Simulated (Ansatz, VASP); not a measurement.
## BiN: VASP beside Ansatz

File POSCAR:

```
BiN
1.0
    4.0523051354      0.0000000000      0.0000000000
    0.0000000000      4.0523051354      0.0000000000
    0.0000000000      0.0000000000      5.3118893794
Bi N
2 2
Direct
    0.5000000000      0.0000000000      0.2086526736
    0.0000000000      0.5000000000      0.7913473264
    0.0000000000      0.0000000000      0.0000000000
    0.5000000000      0.5000000000      0.0000000000
```

File INCAR.step1:

```
SYSTEM = BiN
PREC = Accurate
ENCUT = 520
ISMEAR = 0
SIGMA = 0.05
LREAL = .False.
LASPH = .True.
NELM = 100
NBANDS = 28
GGA = PE
ALGO = Normal
EDIFF = 1E-4
LWAVE = .True.
LCHARG = .False.
```

INCAR.step2

```
SYSTEM = BiN
PREC = Accurate
ENCUT = 520
EDIFF = 1E-6
ISMEAR = 0
SIGMA = 0.05
LREAL = .False.
LASPH = .True.
NELM = 100
ALGO = Normal
ISIF = 2
LWAVE = .False.
LCHARG = .True.
METAGGA = R2SCAN
LMIXTAU = .True.
LELF = .True.
LVHAR = .True.
NBANDS = 28
ISTART = 1
```

Contents of KPOINTS:

```
Automatic mesh
0
Gamma
  8 8 6
  0 0 0
```

Input for Ansatz:

```yaml
crystal:
  lattice:
    - [4.0523051354, 0.0, 0.0]
    - [0.0, 4.0523051354, 0.0]
    - [0.0, 0.0, 5.3118893794]
  atoms:
    - { symbol: Bi, position: [0.5, 0.0, 0.2086526736] }
    - { symbol: Bi, position: [0.0, 0.5, 0.7913473264] }
    - { symbol: "N", position: [0.0, 0.0, 0.0] }
    - { symbol: "N", position: [0.5, 0.5, 0.0] }
basis:
  ecutwfc: 500
  ecutrho_ratio: 4
kpoints:
  mp_grid: { grid: [8, 8, 6] }
hamiltonian:
  xc: r2scan
scf:
  occupations: { method: gaussian, width: 0.05 }
output:
  forces: true
  stress: true
  eigenvalues: true
  populations: true
  write_density: true
  write_potential: true
  elf: true
  volumetric_format: npy
```

Alike in both runs: task single point; functional r2SCAN; k mesh 8 × 8 × 6; occupations gaussian, width 0.05 eV; no spin polarisation.

|  | VASP | Ansatz |
| --- | --- | --- |
| version | VASP 6.6.1 | Ansatz 0.2.0 |
| potentials or method | VASP PAW PBE potentials, release 64 (Bi_d, N), cutoff 520 eV | scalar-relativistic, plane waves, PAW |
| valence electrons in the cell | 40 | 40 |

```csv
,VASP,Ansatz,Ansatz less VASP
gap on the k mesh at the Fermi level (eV),none,none,-
pressure (GPa),-2.5,-2.9,-0.36
"traceless stress, the component that is largest in VASP (GPa)",0.67,0.79,+0.119
rms of the force components (eV/Å),0.108,0.146,+0.0380
```

VASP's potentials were made for PBE, not for r2SCAN. Atom by atom the forces differ by 0.038 eV/Å (rms over components). A gap of «none» marks a metal or a gap that the smearing closes. The functional is the same, so the differences come from potentials, cutoffs and numerics.

Neither program's run includes spin-orbit coupling.
